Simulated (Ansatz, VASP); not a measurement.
## Ge: VASP beside Ansatz

INCAR

```
ALGO = Normal
EDIFF = 1E-7
ENCUT = 520
GGA = PS
ISIF = 2
ISMEAR = -1
LASPH = T
LCHARG = F
LREAL = F
LWAVE = F
NBANDS = 21
NELM = 60
PREC = Accurate
SIGMA = 0.05
```

Contents of KPOINTS:

```
k-points
0
Gamma
  9 9 9
```

Contents of POSCAR:

```
Ge
1.0
   -2.5744897190      2.5744897190      1.3974126432
    2.5744897190     -2.5744897190      1.3974126432
    2.5744897190      2.5744897190     -1.3974126432
Ge
2
Direct
    0.5000000000      0.5000000000      0.0000000000
    0.2500000000      0.7500000000      0.5000000000
```

input.yaml

```yaml
crystal:
  lattice:
    - [-2.574489719, 2.574489719, 1.3974126432]
    - [2.574489719, -2.574489719, 1.3974126432]
    - [2.574489719, 2.574489719, -1.3974126432]
  atoms:
    - { symbol: Ge, position: [0.5, 0.5, 0.0] }
    - { symbol: Ge, position: [0.25, 0.75, 0.5] }
hamiltonian:
  xc: pbesol
  pseudopotentials: { kind: paw }
kpoints:
  mp_grid: { grid: [9, 9, 9] }
scf:
  occupations: { method: fermi_dirac, width: 0.05 }
output:
  forces: true
  stress: true
  eigenvalues: true
  write_density: true
  write_potential: true
  elf: true
  volumetric_format: npy
```

Alike in both runs: task single point; functional PBEsol; k mesh 9 × 9 × 9; occupations fermi-dirac, width 0.05 eV; no spin polarisation.

|  | VASP | Ansatz |
| --- | --- | --- |
| version | VASP 6.6.1 | Ansatz 0.2.0 |
| potentials or method | VASP PAW PBE potentials, release 64 (Ge_d) | Ansatz PAW |
| plane-wave cutoff (eV) | 520 | 420 |
| valence electrons in the cell | 28 | 28 |

|  | VASP | Ansatz | Ansatz less VASP |
| --- | --- | --- | --- |
| gap on the k mesh at the Fermi level (eV) | none | none | - |
| pressure (GPa) | -0.7 | -0.7 | -0.02 |
| traceless stress, the component that is largest in VASP (GPa) | 0.32 | 0.31 | -0.013 |

VASP's potentials were made for PBE, not for PBEsol. A gap of «none» marks a metal or a gap that the smearing closes.
